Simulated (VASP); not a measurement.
Here is a VASP 6.6.1 calculation.

The input INCAR:

```
  PREC = Accurate
  ENCUT = 600
  EDIFF = 1E-7
  ISMEAR = -1
  SIGMA = 0.05
  LREAL = F
  LASPH = T
  NELM = 80
  ALGO = Normal
  ISIF = 3
  LWAVE = F
  LCHARG = F
  GGA = RE
  IVDW = 12
  IBRION = 2
  NSW = 60
  EDIFFG = -0.01
```

KPOINTS

```
Automatic mesh
0
Gamma
  8 8 8
```

File POSCAR:

```
WAu
1.0
    0.0000000000      2.9092100000      2.9092100000
    2.9092100000      0.0000000000      2.9092100000
    2.9092100000      2.9092100000      0.0000000000
W Au
1 1
Direct
    0.0000000000      0.0000000000      0.0000000000
    0.7500000000      0.7500000000      0.7500000000
```

Potentials or basis: VASP PAW PBE potentials, release 64 (W_sv, Au).

Command:

```console
$ cat potpaw_PBE.64/W_sv/POTCAR potpaw_PBE.64/Au/POTCAR > POTCAR
$ mpirun -np 1 vasp_std > vasp.out
```

Q: What does it give for the dispersion energy per atom?

A: -1.030 eV.

Q: Estimate the relaxed volume.

A: 23.70 Å³/atom.

Q: Estimate the space group after relaxing (to 0.05 Å).

A: F-43m (No. 216).

Final structure:
```
W Au
1.0
     0.00000    2.87260    2.87260
     2.87260    0.00000    2.87260
     2.87260    2.87260    0.00000
W Au
1 1
Cartesian
  5.7452 2.8726 2.8726
  4.3089 4.3089 4.3089
```

Caveat: the PAW data sets were made with another functional, which shifts forces and pressure a little; pairwise dispersion overbinds metals, which lowers pressure and volume.
